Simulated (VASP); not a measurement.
# Se (P3_121) in VASP: further runs

Se is run at these levels: PBEsol; tasks: single point.

Everything below comes from runs of VASP 6.6.1. Logs are shortened: lines on timing, memory, paths and dates and some standing lists are left out, and cuts for length are marked.

## Step 1: The cell of the first run

Symmetry: P3_121, No. 152, trigonal system. The conventional cell has a = 4.366 Å, b = 4.366 Å, c = 5.003 Å, α = 90.00°, β = 90.00°, γ = 120.00°. Se (site symmetry 2) has 2 Se at 2.38 Å within 3.2 Å.

## Step 2: Single point, PBEsol (zz strain of +1 %)

INCAR

```
PREC = Accurate
ENCUT = 520
EDIFF = 1E-6
ISMEAR = -1
SIGMA = 0.03
LREAL = F
LASPH = T
NELM = 100
ALGO = Normal
ISIF = 2
LWAVE = F
LCHARG = T
GGA = PS
LELF = T
LVHAR = T
NBANDS = 16
```

KPOINTS

```
regular mesh
0
Gamma
  6 6 5
```

POSCAR

```
Se
1.0
    4.3661999489      0.0000000000      0.0000000000
   -2.1830999745      3.7812400738      0.0000000000
    0.0000000000      0.0000000000      5.0031360000
Se
3
Direct
    0.2254000000      0.0000000000      0.3333333333
    0.0000000000      0.2254000000      0.6666666667
    0.7746000000      0.7746000000      0.0000000000
```

Potentials or basis: VASP PAW PBE potentials, release 64 (Se).

Run with:

```
> cat potpaw_PBE.64/Se/POTCAR > POTCAR
> mpirun -np 1 vasp_std > vasp.out
```

OUTCAR:

```text
PREC = Accurate
   ENCUT = 520
   EDIFF = 1E-6
   ISMEAR = -1
   LREAL = F
   LASPH = T
   NELM = 100
   ISIF = 2
   GGA = PS

 ion  position               nearest neighbor table
   1  0.225  0.000  0.333-   3 2.38   2 2.38
   2  0.000  0.225  0.667-   3 2.38   1 2.38
   3  0.775  0.775  0.000-   1 2.38   2 2.38

  LATTYP: Found a hexagonal cell.
 ALAT       =     4.3661999489
 C/A-ratio  =     1.1458788096

  Lattice vectors:

 A1 = (   4.3661999489,   0.0000000000,   0.0000000000)
 A2 = (  -2.1830999745,   3.7812400738,   0.0000000000)
 A3 = (   0.0000000000,   0.0000000000,   5.0031360000)

Analysis of symmetry for initial positions (statically):
=====================================================================
 Subroutine PRICEL returns:
 Original cell was already a primitive cell.

 Routine SETGRP: Setting up the symmetry group for a
 hexagonal supercell.

 Subroutine GETGRP returns: Found  6 space group operations
 (whereof  2 operations were pure point group operations)
 out of a pool of 24 trial point group operations.

The static configuration has the point symmetry C_2 .
 The point group associated with its full space group is D_3 .

Analysis of symmetry for dynamics (positions and initial velocities):
=====================================================================
 Subroutine PRICEL returns:
 Original cell was already a primitive cell.

 Routine SETGRP: Setting up the symmetry group for a
 hexagonal supercell.

 Subroutine GETGRP returns: Found  6 space group operations
 (whereof  2 operations were pure point group operations)
 out of a pool of 24 trial point group operations.

The dynamic configuration has the point symmetry C_2 .
 The point group associated with its full space group is D_3 .

 Subroutine INISYM returns: Found  6 space group operations
 (whereof  2 operations are pure point group operations),
 and found     1 'primitive' translations

----------------------------------------------------------------------------------------

                                     Primitive cell

  volume of cell :      82.6000

  direct lattice vectors                    reciprocal lattice vectors
     4.366199949  0.000000000  0.000000000     0.229032113  0.132231752  0.000000000
    -2.183099975  3.781240074  0.000000000     0.000000000  0.264463504  0.000000000
     0.000000000  0.000000000  5.003136000     0.000000000  0.000000000  0.199874639

  length of vectors
     4.366199949  4.366199949  5.003136000     0.264463504  0.264463504  0.199874639

  position of ions in fractional coordinates (direct lattice)
     0.225400000  0.000000000  0.333333333
     0.000000000  0.225400000  0.666666667
     0.774600000  0.774600000  0.000000000

  ion indices of the primitive-cell ions
   primitive index   ion index
                 1           1
                 2           2
                 3           3

----------------------------------------------------------------------------------------

 KPOINTS: regular mesh

Automatic generation of k-mesh.
 Grid dimensions read from file:
 generate k-points for:    6    6    5

 Generating k-lattice:

  Cartesian coordinates                     Fractional coordinates (reciprocal lattice)
     0.038172019  0.022038625  0.000000000     0.166666667 -0.000000000  0.000000000
     0.000000000  0.044077251  0.000000000     0.000000000  0.166666667  0.000000000
     0.000000000  0.000000000  0.039974928     0.000000000  0.000000000  0.200000000

  Length of vectors
     0.044077251  0.044077251  0.039974928

  Shift w.r.t. Gamma in fractional coordinates (k-lattice)
     0.000000000  0.000000000  0.000000000

 Subroutine IBZKPT returns following result:
 ===========================================

 Found     27 irreducible k-points:

 Following reciprocal coordinates:
            Coordinates               Weight
  0.000000  0.000000  0.000000      1.000000
  0.166667  0.000000  0.000000      6.000000
  0.333333  0.000000  0.000000      6.000000
  0.500000  0.000000  0.000000      3.000000
  0.166667  0.166667  0.000000      6.000000
  0.333333  0.166667  0.000000     12.000000
[... 16 lines left out ...]
  0.500000  0.000000  0.400000      6.000000
  0.166667  0.166667  0.400000     12.000000
 [... further k-points ...]
   k-points           NKPTS =     27   k-points in BZ     NKDIM =     27   number of bands    NBANDS=     16
   number of dos      NEDOS =    301   number of ions     NIONS =      3
   total plane-waves  NPLWV =  40960
   dimension x,y,z NGX =    32 NGY =   32 NGZ =   40
   dimension x,y,z NGXF=    64 NGYF=   64 NGZF=   80
   ions per type =               3
   NGX,Y,Z   is equivalent  to a cutoff of  12.18, 12.18, 13.29 a.u.
   NGXF,Y,Z  is equivalent  to a cutoff of  24.37, 24.37, 26.58 a.u.
 SYSTEM =  unknown system
   PREC   = accura    normal or accurate (medium, high low for compatibility)
   ISTART =      0    job   : 0-new  1-cont  2-samecut
   ICHARG =      2    charge: 1-file 2-atom 10-const
   ISPIN  =      1    spin polarized calculation?
   LNONCOLLINEAR =      F non collinear calculations
   LSORBIT =      F    spin-orbit coupling
   LASPH  =      T    aspherical Exc in radial PAW
   ENCUT  =  520.0 eV  38.22 Ry    6.18 a.u.   8.12  8.12  9.30*2*pi/ulx,y,z
   NELM   =    100;   NELMIN=  2; NELMDL= -5     # of ELM steps
   EDIFF  = 0.1E-05   stopping-criterion for ELM
   LREAL  =      F    real-space projection
   EDIFFG = 0.1E-04   stopping-criterion for IOM
   NSW    =      0    number of steps for IOM
   IBRION =     -1    ionic relax: 0-MD 1-quasi-New 2-CG
   NFREE  =      0    steps in history (QN), initial steepest desc. (CG)
   ISIF   =      2    stress and relaxation
   ISYM   =      2    0-nonsym 1-usesym 2-fastsym
   POTIM  = 0.5000    time-step for ionic-motion
   TEBEG  =    0.0;   TEEND  =   0.0 temperature during run
   PSTRESS=    0.0 pullay stress
   NELECT =      18.0000    total number of electrons
   NUPDOWN=      -1.0000    fix difference up-down
   EMIN   =  10.00;   EMAX   =-10.00  energy-range for DOS
   EFERMI =   0.00;   METHOD = LEGACY
   ISMEAR =    -1;   SIGMA  =   0.03  broadening in eV -4-tet -1-fermi 0-gaus
   EFERMI_NEDOS =   21; number of points for ismear=-14 and -15
   IALGO  =     38    algorithm
   IMIX   =      4    mixing-type and parameters
     AMIX     =   0.40;   BMIX     =  1.00
     AMIX_MAG =   1.60;   BMIX_MAG =  1.00
  volume/ion in A,a.u.               =      27.53       185.80
  Fermi-wavevector in a.u.,A,eV,Ry     =   0.985157  1.861677 13.204931  0.970535
  Thomas-Fermi vector in A             =   2.116444
   LORBIT       =      0    0 simple, 1 ext, 2 COOP (PROOUT), +10 PAW based schemes
   GGA     = PS    functional components
   LHFCALC =     F    Hartree Fock is set to
   AEXX    =    0.0000 exact exchange contribution
   IVDW    =     0    specifies the selected vdW correction
   LEPSILON=     F    determine dielectric tensor
   LRPA    =     F    only Hartree local field effects (RPA)
 non-spin polarized calculation
  energy-cutoff  :      520.00
  volume of cell :       82.60
 maximum number of plane-waves:      2235
   NGX = 17   NGY = 17   NGZ = 19

 number of electron      18.0000001 magnetization

 Free energy of the ion-electron system (eV)
  ---------------------------------------------------
  ext. energy  EPLUGINS =         0.00000000
  ---------------------------------------------------
  free energy    TOTEN  =       -11.48978920 eV

  energy without entropy =      -11.48978920  energy(sigma->0) =      -11.48978920

 E-fermi :   3.0008     XC(G=0):  -8.9979

 val. band max:        2.3606243945   @ k =  -0.1667   0.5000   0.4000
 cond. band min:       3.6133463867   @ k =   0.0000   0.0000   0.4000
 fundamental gap:      1.2527219921
 Fermi energy:         3.0007858246

 k-point     1 :       0.0000    0.0000    0.0000
  band No.  band energies     occupation
      1     -13.3033      2.00000
      2      -9.2591      2.00000
      3      -9.2591      2.00000
      4      -1.3349      2.00000
      5      -1.3349      2.00000
      6      -1.2340      2.00000
[... 8 lines left out ...]
     15       8.8196      0.00000
     16      10.7790      0.00000

 k-point     2 :       0.1667    0.0000    0.0000
  band No.  band energies     occupation
      1     -13.1974      2.00000
      2      -9.3525      2.00000
      3      -9.2477      2.00000
      4      -2.0286      2.00000
      5      -1.6523      2.00000
      6      -1.0598      2.00000
[... 8 lines left out ...]
     15       9.6521      0.00000
     16      10.7569      0.00000

 k-point     3 :       0.3333    0.0000    0.0000
  band No.  band energies     occupation
      1     -12.9573      2.00000
      2      -9.5912      2.00000
      3      -9.2238      2.00000
      4      -2.5551      2.00000
      5      -2.0536      2.00000
      6      -1.0979      2.00000
[... 8 lines left out ...]
     15      10.9325      0.00000
     16      11.8321      0.00000

 k-point     4 :       0.5000    0.0000    0.0000
  band No.  band energies     occupation
      1     -12.8177      2.00000
      2      -9.7416      2.00000
      3      -9.2114      2.00000
      4      -2.6684      2.00000
      5      -2.2216      2.00000
      6      -0.9435      2.00000
[... 8 lines left out ...]
     15      12.1607      0.00000
     16      12.1972      0.00000
[... 324 lines left out ...]
 k-point    22 :       0.0000    0.3333    0.4000
  band No.  band energies     occupation
      1     -12.2695      2.00000
      2     -11.4768      2.00000
      3      -7.8874      2.00000
      4      -3.0819      2.00000
      5      -1.9988      2.00000
      6      -1.3411      2.00000
[... 8 lines left out ...]
     15      10.2886      0.00000
     16      11.2678      0.00000

 k-point    23 :       0.5000    0.0000    0.4000
  band No.  band energies     occupation
      1     -12.1598      2.00000
      2     -11.3830      2.00000
      3      -8.1570      2.00000
      4      -3.3139      2.00000
      5      -2.1339      2.00000
      6      -1.5286      2.00000
[... 8 lines left out ...]
     15      11.3522      0.00000
     16      11.6782      0.00000

 k-point    24 :       0.1667    0.1667    0.4000
  band No.  band energies     occupation
      1     -12.3276      2.00000
      2     -11.5094      2.00000
      3      -7.7750      2.00000
      4      -2.8378      2.00000
      5      -1.9464      2.00000
      6      -1.3474      2.00000
[... 8 lines left out ...]
     15      10.2741      0.00000
     16      10.6619      0.00000

 [... further k-points ...]

------------------------ aborting loop because EDIFF is reached ----------------------------------------

  FORCE on cell =-STRESS in cart. coord.  units (eV):
  Direction    XX          YY          ZZ          XY          YZ          ZX
  --------------------------------------------------------------------------------------
  -------------------------------------------------------------------------------------
  Total       -0.3528509     -0.3528509      0.0634823      0.0000000     -0.0000000      0.0000000
  in kB       -6.8441840     -6.8441840      1.2313553      0.0000000     -0.0000000      0.0000000
  external PRESSURE =      -4.1523375 kB  Pullay stress =       0.0000000 kB

 VOLUME and BASIS-vectors are now :
 -----------------------------------------------------------------------------
  energy-cutoff  :      520.00
  volume of cell :       82.60
      direct lattice vectors                 reciprocal lattice vectors
     4.366199949  0.000000000  0.000000000     0.229032113  0.132231752  0.000000000
    -2.183099975  3.781240074  0.000000000     0.000000000  0.264463504  0.000000000
     0.000000000  0.000000000  5.003136000     0.000000000  0.000000000  0.199874639

 POSITION                                       TOTAL-FORCE (eV/Angst)
 -----------------------------------------------------------------------------------
      0.98414      0.00000      1.66771         0.214760      0.000000     -0.000000
     -0.49207      0.85229      3.33542        -0.107380      0.185987      0.000000
      1.69103      2.92895      0.00000        -0.107380     -0.185987      0.000000
 -----------------------------------------------------------------------------------
    total drift:                                0.000001      0.000001     -0.000000

  FREE ENERGIE OF THE ION-ELECTRON SYSTEM (eV)
  ---------------------------------------------------
  free  energy   TOTEN  =       -11.4897892040 eV

  energy  without entropy=      -11.4897892040  energy(sigma->0) =      -11.48978920
```

It took 35 s on 1 thread of AMD EPYC 7R43 (Zen 3), shared host; peak memory 0.16 GiB.

What came out:

```
Free energy            : -11.4898 eV
Pressure               : -0.4 GPa
Largest force          : 0.215 eV/Å
Band gap on the k mesh : 1.25 eV (least direct gap 1.37 eV)
```

Forces on the atoms (eV/Å):
```
Se   0.215  0.000  0.000
Se  -0.107  0.186  0.000
Se  -0.107 -0.186  0.000
```

Levels at points of the mesh, in eV from the valence-band top:
| k point | band 6 | band 7 | band 8 | band 9 | band 10 | band 11 | band 12 | band 13 |
| --- | --- | --- | --- | --- | --- | --- | --- | --- |
| (0.00, 0.00, 0.00) | -3.59 | -1.90 | -1.90 | -0.28 | 1.90 | 1.90 | 2.25 | 6.05 |
| (0.50, 0.00, 0.00) | -3.30 | -2.81 | -1.66 | -0.89 | 1.95 | 2.37 | 4.15 | 5.24 |

Caveat: the cell differs from its parent crystal (zz strain of +1 %); the PAW data sets were made with another functional, which shifts forces and pressure a little; an odd mesh through Γ misses points on the zone boundary, where band edges can lie.

## Step 3: Single point, PBEsol (zz strain of +3 %)

INCAR

```
PREC     = Accurate       # precision mode
ENCUT    = 520            # plane-wave cutoff, eV
EDIFF    = 1E-6           # SCF threshold, eV
ISMEAR   = -1             # smearing method
SIGMA    = 0.03           # smearing width, eV
LREAL    = F              # projectors in reciprocal space
LASPH    = T              # aspherical terms in the spheres
NELM     = 60             # most SCF steps
ALGO     = Normal         # electronic algorithm
ISIF     = 2              # what is computed and relaxed
LWAVE    = F              # write WAVECAR
LCHARG   = F              # write CHGCAR
GGA      = PS             # functional
NBANDS   = 16             # bands
```

KPOINTS is that of step 2.

POSCAR, as its differences from that of step 2:

```diff
@@ -4,3 +4,3 @@
    -2.1830999745      3.7812400738      0.0000000000
-    0.0000000000      0.0000000000      5.0031360000
+    0.0000000000      0.0000000000      5.1022080000
 Se
```

Potentials or basis: VASP PAW PBE potentials, release 64 (Se).

Run with:

```
> cat potpaw_PBE.64/Se/POTCAR > POTCAR
> mpirun -np 1 vasp_std > vasp.out
```

It took 34 s on 1 thread of AMD EPYC 7R43 (Zen 3), shared host; peak memory 0.16 GiB.

The run converged. Its results:

```yaml
Free_energy: -11.4788 eV
Pressure: -1.8 GPa
Largest_force: 0.003 eV/Å
Band_gap_on_the_k_mesh: 1.19 eV
```

Forces in eV/Å, atoms in the order of the input:
```
Se   0.003  0.000  0.000
Se  -0.002  0.003  0.000
Se  -0.002 -0.003  0.000
```

Stress tensor (GPa, compression positive):
```
-1.65  0.00  0.00
 0.00 -1.65  0.00
 0.00  0.00 -2.25
```

Levels at points of the mesh, in eV from the valence-band top:
```
           k point  band 7  band 8  band 9  band 10  band 11  band 12
(0.00, 0.00, 0.00)   -1.77   -1.77   -0.24     1.81     1.81     2.30
(0.50, 0.00, 0.00)   -2.78   -1.59   -0.86     1.89     2.33     4.05
```

Caveat: the cell differs from its parent crystal (zz strain of +3 %); the PAW data sets were made with another functional, which shifts forces and pressure a little; an odd mesh through Γ misses points on the zone boundary, where band edges can lie.

## Step 4: Single point, PBEsol

This run uses another cell than the first one, of 27.26 Å³/atom.

INCAR

```
ALGO = Normal ; EDIFF = 1E-6
ENCUT = 520 ; GGA = PS
ISIF = 2 ; ISMEAR = -1
LASPH = True ; LCHARG = False
LREAL = False ; LWAVE = False
NBANDS = 16 ; NELM = 80
PREC = Accurate ; SIGMA = 0.03
```

KPOINTS

```
k-points
0
Gamma
  6 6 5
```

POSCAR, as its differences from that of step 3:

```diff
@@ -4,3 +4,3 @@
    -2.1830999745      3.7812400738      0.0000000000
-    0.0000000000      0.0000000000      5.1022080000
+    0.0000000000      0.0000000000      4.9536000000
 Se
```

Potentials or basis: VASP PAW PBE potentials, release 64 (Se).

Run with:

```
> cat potpaw_PBE.64/Se/POTCAR > POTCAR
> mpirun -np 1 vasp_std > vasp.out
```

OUTCAR:

```text
EDIFF = 1E-6
   ENCUT = 520
   GGA = PS
   ISIF = 2
   ISMEAR = -1
   LASPH = True
   LREAL = False
   NELM = 80
   PREC = Accurate

 ion  position               nearest neighbor table
   1  0.225  0.000  0.333-   3 2.37   2 2.37
   2  0.000  0.225  0.667-   3 2.37   1 2.37
   3  0.775  0.775  0.000-   1 2.37   2 2.37

  LATTYP: Found a hexagonal cell.
 ALAT       =     4.3661999489
 C/A-ratio  =     1.1345334749

[... 649 lines left out ...]

  FORCE on cell =-STRESS in cart. coord.  units (eV):
  Direction    XX          YY          ZZ          XY          YZ          ZX
  --------------------------------------------------------------------------------------
  -------------------------------------------------------------------------------------
  Total       -0.0755818     -0.0755818      0.7082920      0.0000000      0.0000000      0.0000000
  in kB       -1.4807067     -1.4807067     13.8759940      0.0000000      0.0000000      0.0000000
  external PRESSURE =       3.6381935 kB  Pullay stress =       0.0000000 kB

 VOLUME and BASIS-vectors are now :
 -----------------------------------------------------------------------------
  energy-cutoff  :      520.00
  volume of cell :       81.78
      direct lattice vectors                 reciprocal lattice vectors
     4.366199949  0.000000000  0.000000000     0.229032113  0.132231752  0.000000000
    -2.183099975  3.781240074  0.000000000     0.000000000  0.264463504  0.000000000
     0.000000000  0.000000000  4.953600000     0.000000000  0.000000000  0.201873385

 POSITION                                       TOTAL-FORCE (eV/Angst)
 -----------------------------------------------------------------------------------
      0.98414      0.00000      1.65120         0.331487     -0.000000      0.000000
     -0.49207      0.85229      3.30240        -0.165743      0.287076     -0.000000
      1.69103      2.92895      0.00000        -0.165743     -0.287076     -0.000000
 -----------------------------------------------------------------------------------
    total drift:                                0.000000      0.000000      0.000000

  FREE ENERGIE OF THE ION-ELECTRON SYSTEM (eV)
  ---------------------------------------------------
  free  energy   TOTEN  =       -11.4859483963 eV

  energy  without entropy=      -11.4859483962  energy(sigma->0) =      -11.48594840
```

Run time: 27 s. Hardware: 1 thread of Intel Xeon Platinum 8259CL at 2.50GHz (Skylake/Cascade Lake), shared host; peak memory 0.19 GiB.

Results:

```yaml
Free_energy: -11.4859 eV
Pressure: 0.4 GPa
Largest_force: 0.331 eV/Å
Band_gap_on_the_k_mesh: 1.23 eV (least direct gap 1.46 eV)
```

Forces on the atoms (eV/Å):
```
Se   0.331  0.000  0.000
Se  -0.166  0.287  0.000
Se  -0.166 -0.287  0.000
```

Levels at points of the mesh, in eV from the valence-band top:
| k point | band 6 | band 7 | band 8 | band 9 | band 10 | band 11 | band 12 | band 13 |
| --- | --- | --- | --- | --- | --- | --- | --- | --- |
| (0.00, 0.00, 0.00) | -3.69 | -1.96 | -1.96 | -0.31 | 1.94 | 1.94 | 2.23 | 6.07 |
| (0.50, 0.00, 0.00) | -3.37 | -2.83 | -1.70 | -0.91 | 1.98 | 2.39 | 4.20 | 5.22 |

Caveat: the PAW data sets were made with another functional, which shifts forces and pressure a little; an odd mesh through Γ misses points on the zone boundary, where band edges can lie. As with any semilocal functional, this PBEsol gap is likely too small.

## Step 5: The runs side by side

```csv
cell,gap on the mesh (eV),pressure (GPa),largest force (eV/Å)
"a = 4.366, b = 4.366, c = 5.003 Å, angles 90.0, 90.0, 120.0°, 3 atoms",1.25,-0.4,0.21
"a = 4.366, b = 4.366, c = 5.102 Å, angles 90.0, 90.0, 120.0°, 3 atoms",1.19,-1.8,-
"a = 4.366, b = 4.366, c = 4.954 Å, angles 90.0, 90.0, 120.0°, 3 atoms",1.23,0.4,0.33
```

Alike in all rows: task single point; level PBEsol; potentials or basis VASP PAW PBE potentials, release 64 (Se); no spin polarisation; k mesh 6 × 6 × 5; cutoff (eV) 520; smearing fermi-dirac 0.03 eV.

Caveats: the PAW data sets were made with another functional, which shifts forces and pressure a little; an odd mesh through Γ misses points on the zone boundary, where band edges can lie.

Total energies depend on the potentials used, so only differences within one code and one set of settings carry meaning.
